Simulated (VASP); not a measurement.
# Ta (I4_1/amd) in VASP: a series of runs

Ta is run at these levels: PBE; tasks: single point, relaxation of cell and atoms.

All numbers are computed with VASP 6.6.1; they aren't measurements. Logs are shortened: lines on timing, memory, paths and dates and some standing lists are left out, and cuts for length are marked.

## 1. The cell of the first run

It takes space group I4_1/amd (No. 141, tetragonal). The conventional cell has a = 5.265 Å, b = 5.265 Å, c = 2.803 Å, α = 90.00°, β = 90.00°, γ = 90.00°. Ta (site symmetry -4m2) has 10 Ta at 2.72 to 3.37 Å within 3.6 Å.

## 2. Single point, PBE

The input, INCAR:

```
ALGO = Normal
EDIFF = 1E-6
ENCUT = 520
GGA = PE
ISIF = 2
ISMEAR = -1
LASPH = T
LCHARG = F
LREAL = F
LWAVE = F
NBANDS = 18
NELM = 60
PREC = Accurate
SIGMA = 0.05
```

The input, KPOINTS:

```
k-points
0
Gamma
  15 15 15
```

The input, POSCAR:

```
Ta
1.0
   -2.6325092752      2.6325092752      1.4013936372
    2.6325092752     -2.6325092752      1.4013936372
    2.6325092752      2.6325092752     -1.4013936372
Ta
2
Direct
   -0.3750000000     -0.1250000000     -0.2500000000
    0.3750000000      0.1250000000      0.2500000000
```

Potentials or basis: VASP PAW PBE potentials, release 64 (Ta_pv).

Run with:

```
> cat potpaw_PBE.64/Ta_pv/POTCAR > POTCAR
> mpirun -np 1 vasp_std > vasp.out
```

OUTCAR:

```text
EDIFF = 1E-6
   ENCUT = 520
   GGA = PE
   ISIF = 2
   ISMEAR = -1
   LASPH = T
   LREAL = F
   NELM = 60
   PREC = Accurate

 ion  position               nearest neighbor table
   1  0.625  0.875  0.750-   2 2.72   2 2.72   2 2.72   2 2.72   2 3.37   2 3.37   2 3.37   2 3.37

   2  0.375  0.125  0.250-   1 2.72   1 2.72   1 2.72   1 2.72   1 3.37   1 3.37   1 3.37   1 3.37

  LATTYP: Found a body centered tetragonal cell.
 ALAT       =     5.2650185504
 C/A-ratio  =     0.5323413864

  Lattice vectors:

 A1 = (  -2.6325092752,   2.6325092752,   1.4013936372)
 A2 = (   2.6325092752,  -2.6325092752,   1.4013936372)
 A3 = (   2.6325092752,   2.6325092752,  -1.4013936372)

Analysis of symmetry for initial positions (statically):
=====================================================================
 Subroutine PRICEL returns:
 Original cell was already a primitive cell.

 Routine SETGRP: Setting up the symmetry group for a
 body centered tetragonal supercell.

 Subroutine GETGRP returns: Found 16 space group operations
 (whereof  4 operations were pure point group operations)
 out of a pool of 16 trial point group operations.

The static configuration has the point symmetry C_2h.
 The point group associated with its full space group is D_4h.

Analysis of symmetry for dynamics (positions and initial velocities):
=====================================================================
 Subroutine PRICEL returns:
 Original cell was already a primitive cell.

 Routine SETGRP: Setting up the symmetry group for a
 body centered tetragonal supercell.

 Subroutine GETGRP returns: Found 16 space group operations
 (whereof  4 operations were pure point group operations)
 out of a pool of 16 trial point group operations.

The dynamic configuration has the point symmetry C_2h.
 The point group associated with its full space group is D_4h.

 Subroutine INISYM returns: Found 16 space group operations
 (whereof  4 operations are pure point group operations),
 and found     1 'primitive' translations

----------------------------------------------------------------------------------------

                                     Primitive cell

  volume of cell :      38.8472

  direct lattice vectors                    reciprocal lattice vectors
    -2.632509275  2.632509275  1.401393637     0.000000000  0.189932854  0.356787691
[... 76 lines left out ...]
 SYSTEM =  unknown system
   PREC   = accura    normal or accurate (medium, high low for compatibility)
   ISTART =      0    job   : 0-new  1-cont  2-samecut
   ICHARG =      2    charge: 1-file 2-atom 10-const
   ISPIN  =      1    spin polarized calculation?
   LNONCOLLINEAR =      F non collinear calculations
   LSORBIT =      F    spin-orbit coupling
   LASPH  =      T    aspherical Exc in radial PAW
   ENCUT  =  520.0 eV  38.22 Ry    6.18 a.u.   7.40  7.40  7.40*2*pi/ulx,y,z
   NELM   =     60;   NELMIN=  2; NELMDL= -5     # of ELM steps
   EDIFF  = 0.1E-05   stopping-criterion for ELM
   LREAL  =      F    real-space projection
   EDIFFG = 0.1E-04   stopping-criterion for IOM
   NSW    =      0    number of steps for IOM
   IBRION =     -1    ionic relax: 0-MD 1-quasi-New 2-CG
   NFREE  =      0    steps in history (QN), initial steepest desc. (CG)
   ISIF   =      2    stress and relaxation
   ISYM   =      2    0-nonsym 1-usesym 2-fastsym
   POTIM  = 0.5000    time-step for ionic-motion
   TEBEG  =    0.0;   TEEND  =   0.0 temperature during run
   PSTRESS=    0.0 pullay stress
   NELECT =      22.0000    total number of electrons
   NUPDOWN=      -1.0000    fix difference up-down
   EMIN   =  10.00;   EMAX   =-10.00  energy-range for DOS
   EFERMI =   0.00;   METHOD = LEGACY
   ISMEAR =    -1;   SIGMA  =   0.05  broadening in eV -4-tet -1-fermi 0-gaus
   EFERMI_NEDOS =   21; number of points for ismear=-14 and -15
   IALGO  =     38    algorithm
   IMIX   =      4    mixing-type and parameters
     AMIX     =   0.40;   BMIX     =  1.00
     AMIX_MAG =   1.60;   BMIX_MAG =  1.00
  volume/ion in A,a.u.               =      19.42       131.08
  Fermi-wavevector in a.u.,A,eV,Ry     =   1.354448  2.559536 24.960296  1.834530
  Thomas-Fermi vector in A             =   2.481619
   LORBIT       =      0    0 simple, 1 ext, 2 COOP (PROOUT), +10 PAW based schemes
   GGA     = PE    functional components
   LHFCALC =     F    Hartree Fock is set to
   AEXX    =    0.0000 exact exchange contribution
   IVDW    =     0    specifies the selected vdW correction
   LEPSILON=     F    determine dielectric tensor
   LRPA    =     F    only Hartree local field effects (RPA)
 non-spin polarized calculation
  energy-cutoff  :      520.00
  volume of cell :       38.85
 maximum number of plane-waves:      1064
 NGX is ok and might be reduce to    30
   NGX = 15   NGY = 15   NGZ = 15

 number of electron      21.9999998 magnetization

 Free energy of the ion-electron system (eV)
  ---------------------------------------------------
  ext. energy  EPLUGINS =         0.00000000
  ---------------------------------------------------
  free energy    TOTEN  =       -22.11156598 eV

  energy without entropy =      -22.09462458  energy(sigma->0) =      -22.10309528

 E-fermi :   5.2043     XC(G=0): -12.1558

 val. band max:        5.2030317723   @ k =  -0.2667   0.4667   0.0667
 cond. band min:       5.2096105145   @ k =   0.4667   0.2000  -0.0000
 fundamental gap:      0.0065787422
 Fermi energy:         5.2043276223

 k-point     1 :       0.0000    0.0000    0.0000
  band No.  band energies     occupation
      1     -29.3856      2.00000
      2     -29.3856      2.00000
      3     -28.3363      2.00000
      4     -28.3363      2.00000
      5     -28.2893      2.00000
      6     -28.2761      2.00000
[... 481 lines left out ...]
      5     -28.3824      2.00000
      6     -28.3282      2.00000
[... 10 lines left out ...]
     17      11.9547      0.00000
     18      14.3083      0.00000

 [... further k-points ...]
[... 5 lines left out ...]
  --------------------------------------------------------------------------------------
  -------------------------------------------------------------------------------------
  Total        0.5307801      0.5307801      0.5103316      0.0000000      0.0000000      0.0000000
  in kB       21.8909838     21.8909838     21.0476253      0.0000000      0.0000000      0.0000000
  external PRESSURE =      21.6098643 kB  Pullay stress =       0.0000000 kB

 VOLUME and BASIS-vectors are now :
 -----------------------------------------------------------------------------
  energy-cutoff  :      520.00
  volume of cell :       38.85
      direct lattice vectors                 reciprocal lattice vectors
    -2.632509275  2.632509275  1.401393637     0.000000000  0.189932854  0.356787691
     2.632509275 -2.632509275  1.401393637     0.189932854  0.000000000  0.356787691
     2.632509275  2.632509275 -1.401393637     0.189932854  0.189932854  0.000000000

 POSITION                                       TOTAL-FORCE (eV/Angst)
 -----------------------------------------------------------------------------------
      2.63251      1.31625      1.05105         0.000000     -0.000000     -0.000000
      0.00000      1.31625      0.35035        -0.000000      0.000000      0.000000
 -----------------------------------------------------------------------------------
    total drift:                                0.000000     -0.000000      0.000000

  FREE ENERGIE OF THE ION-ELECTRON SYSTEM (eV)
  ---------------------------------------------------
  free  energy   TOTEN  =       -22.1115659795 eV

  energy  without entropy=      -22.0946245850  energy(sigma->0) =      -22.10309528
```

stdout:

```text
POSCAR found type information on POSCAR Ta
 POSCAR found :  1 types and       2 ions
 scaLAPACK will be used
 LDA part: xc-table for (Slater+PW92), standard interpolation
 POSCAR, INCAR and KPOINTS ok, starting setup
 FFT: planning ... GRIDC
 FFT: planning ... GRID_SOFT
 FFT: planning ... GRID
 WAVECAR not read
 entering main loop
```

It took 1.8 min on 1 thread of AMD EPYC 9R45 (Zen 5), shared host; peak memory 0.27 GiB.

Results:

```yaml
Free_energy: -22.1116 eV
Pressure: 2.2 GPa
Band_gap_on_the_k_mesh: zero (bands 11 and 12 overlap by 1.28 eV)
```

Caveat: spin-orbit coupling is left out, which moves the levels of the heavy elements.

## 3. Single point, PBE

The input, INCAR:

```
SYSTEM = Ta
PREC     = Accurate       ! precision mode
ENCUT    = 520            ! plane-wave cutoff, eV
EDIFF    = 1E-6           ! SCF threshold, eV
ISMEAR   = -1             ! smearing method
SIGMA    = 0.05           ! smearing width, eV
LREAL    = .False.        ! projectors in reciprocal space
LASPH    = .True.         ! aspherical terms in the spheres
NELM     = 100            ! most SCF steps
ALGO     = Normal         ! electronic algorithm
ISIF     = 2              ! what is computed and relaxed
LWAVE    = .False.        ! write WAVECAR
LCHARG   = .False.        ! write CHGCAR
GGA      = PE             ! functional
NBANDS   = 18             ! bands
```

The input, KPOINTS:

```
regular mesh
0
Gamma
  15 15 15
  0 0 0
```

The input, POSCAR:

```
Ta
1.0
   -2.6321936010      2.6321936010      1.4010428668
    2.6321936010     -2.6321936010      1.4010428668
    2.6321936010      2.6321936010     -1.4010428668
Ta
2
Direct
   -0.3750000000     -0.1250000000     -0.2500000000
    0.3750000000      0.1250000000      0.2500000000
```

Potentials or basis: VASP PAW PBE potentials, release 64 (Ta_pv).

Run with:

```
> cat potpaw_PBE.64/Ta_pv/POTCAR > POTCAR
> mpirun -np 1 vasp_std > vasp.out
```

It took 1.8 min on 1 thread of AMD EPYC 9R45 (Zen 5), shared host; peak memory 0.27 GiB.

The run converged. Its results:

```yaml
Free_energy: -22.1113 eV
Pressure: 2.2 GPa
Band_gap_on_the_k_mesh: zero (bands 11 and 12 overlap by 1.28 eV)
```

Levels at points of the mesh, in eV from the Fermi level:
```tsv
k point	band 7	band 8	band 9	band 10	band 11	band 12	band 13	band 14	band 15	band 16
(0.00, 0.00, 0.00)	-7.83	-4.25	-2.37	-2.24	-1.09	3.33	3.33	3.39	3.39	5.68
```

Caveat: spin-orbit coupling is left out, which moves the levels of the heavy elements.

(Continued in part 2 of 2.)
